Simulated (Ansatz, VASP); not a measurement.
## One calculation of Pt, two programs

```
CELL_PARAMETERS angstrom
2.80855 0.00000 0.00000
0.00000 3.97189 0.00000
0.00000 0.00000 21.61710
ATOMIC_POSITIONS crystal
Pt 0.00000 0.00000 0.37654
Pt 0.50000 0.50000 0.43066
Pt 0.00000 0.00000 0.50000
Pt 0.50000 0.50000 0.56934
Pt 0.00000 0.00000 0.62346
```

Alike in both runs: task single point; functional PBE; k mesh 14 × 10 × 1; occupations fermi-dirac, width 0.1 eV; no spin polarisation.

```csv
,VASP,Ansatz
version,VASP 6.6.1,Ansatz 0.2.0
potentials or method,"VASP PAW PBE potentials, release 64 (Pt)","PAW with Ansatz's default frozen-core files, scalar-relativistic"
plane-wave cutoff (eV),520,420
valence electrons in the cell,50,90
```

Ansatz gave:

- rms of the force components (eV/Å): 0.003

What did VASP give for the same quantities?

rms of the force components (eV/Å): 0.012.

Atom by atom the forces differ by 0.011 eV/Å (rms over components). With one functional, cell and mesh, what is left measures potentials, basis and numerics. VASP's potentials hold 50 valence electrons a cell and Ansatz's 90, so a difference there can come from the potentials and not from the codes. Ansatz's warnings: slab cell height set.

Neither program's run includes spin-orbit coupling.
